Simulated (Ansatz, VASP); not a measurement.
**Si: VASP beside Ansatz**

The input POSCAR:

```
Si
1.0
    0.0000000000      2.7221188956      2.7221188956
    2.7221188956      0.0000000000      2.7221188956
    2.7221188956      2.7221188956      0.0000000000
Si
2
Direct
    0.0000000000      0.0000000000      0.0000000000
    0.2500000000      0.2500000000      0.2500000000
```

The input INCAR.step1:

```
  PREC = Accurate
  ENCUT = 520
  EDIFF = 1E-5
  ISMEAR = 0
  SIGMA = 0.01
  LREAL = False
  LASPH = True
  NELM = 100
  ALGO = Normal
  ISIF = 2
  LWAVE = True
  LCHARG = False
  NBANDS = 11
  GGA = PE
```

The input INCAR.step2:

```
  PREC = Accurate
  ENCUT = 520
  EDIFF = 1E-6
  ISMEAR = 0
  SIGMA = 0.01
  LREAL = False
  LASPH = True
  NELM = 100
  ALGO = Normal
  ISIF = 2
  LWAVE = False
  LCHARG = False
  GGA = PE
  LHFCALC = True
  HFSCREEN = 0.2079
  PRECFOCK = Normal
  NBANDS = 11
  ISTART = 1
```

KPOINTS

```
regular mesh
0
Gamma
  6 6 6
```

Input for Ansatz:

```yaml
crystal:
  lattice:
    - [0.0, 2.7221188956, 2.7221188956]
    - [2.7221188956, 0.0, 2.7221188956]
    - [2.7221188956, 2.7221188956, 0.0]
  atoms:
    - { symbol: Si, position: [0.0, 0.0, 0.0] }
    - { symbol: Si, position: [0.25, 0.25, 0.25] }
kpoints:
  mp_grid: { grid: [6, 6, 6] }
  band_path:
    path:
      - [0.0, 0.0, 0.0]
      - [0.5, 0.0, 0.5]
      - [0.625, 0.25, 0.625]
      - [0.375, 0.375, 0.75]
      - [0.5, 0.5, 0.5]
      - [0.5, 0.25, 0.75]
      - [0.0, 0.419271, 0.419271]
    npoints: 1
hamiltonian:
  xc: hse06
scf:
  occupations: { method: fixed }
  n_extra_bands: 4
output:
  forces: true
  stress: true
  eigenvalues: true
```

Alike in both runs: task single point; functional HSE06; k mesh 6 × 6 × 6; no spin polarisation.

|  | VASP | Ansatz |
| --- | --- | --- |
| version | VASP 6.6.1 | Ansatz 0.2.0 |
| potentials or method | VASP PAW PBE potentials, release 64 (Si) | plane waves, PAW |
| plane-wave cutoff (eV) | 520 | 420 |
| occupations | gaussian, width 0.01 eV | fixed |
| valence electrons in the cell | 8 | 8 |

|  | VASP | Ansatz | Ansatz less VASP |
| --- | --- | --- | --- |
| gap on the k mesh at the Fermi level (eV) | 1.31 | 1.29 | -0.013 |
| pressure (GPa) | -0.5 | -0.2 | +0.34 |

Ansatz's warnings: stress exchange threshold loose, stress scf threshold loose.
